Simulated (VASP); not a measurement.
CoSn, 6 atoms in the cell. The structure is hexagonal, space group P6/mmm (No. 191). Conventional cell: a = 5.246 Å, b = 5.246 Å, c = 4.188 Å, α = 90.00°, β = 90.00°, γ = 120.00°. Within 3.4 Å of Co (site symmetry mmm) lie 6 Sn at 2.58 to 2.62 Å and 4 Co at 2.62 Å. Within 3.4 Å of Sn (site symmetry -6m2) lie 6 Co at 2.58 Å and 3 Sn at 3.03 Å. Sn (site symmetry 6/mmm) has 6 Co at 2.62 Å within 3.5 Å. 

| Property | Result |
| --- | --- |
| Program | VASP 6.6.1 |
| Task | relaxation of cell and atoms |
| Functional | PBE |
| Potentials or basis | VASP PAW PBE potentials, release 64 (Co, Sn_d) |
| Cutoff | 600 eV |
| k mesh | 4 × 4 × 6 |
| Occupations | gaussian, width 0.05 eV |
| Spin | collinear spin, ferromagnetic start |
| Starting moments | [1.5, 1.5, 1.5, 0.0, 0.0, 0.0] μB |
| Dipole correction | no |
| Further INCAR settings | ALGO = Fast; EDIFF = 1e-07; IBRION = 2; EDIFFG = -0.03; NSW = 80; ISIF = 3 |

Potentials or basis: VASP PAW PBE potentials, release 64 (Co, Sn_d).

The run is started by

```console
$ cat potpaw_PBE.64/Co/POTCAR potpaw_PBE.64/Sn_d/POTCAR > POTCAR
$ mpirun -np 1 vasp_std > vasp.out
```

Hardware: 1 thread of Intel Xeon 8259CL, on a shared host.

Q: Estimate the wall time of this run.

A: It took 19 min on 1 thread of Intel Xeon 8259CL, with other jobs on the host, peak memory 0.37 GiB. Counts: scf iterations 47, k points 16, ion steps 3.
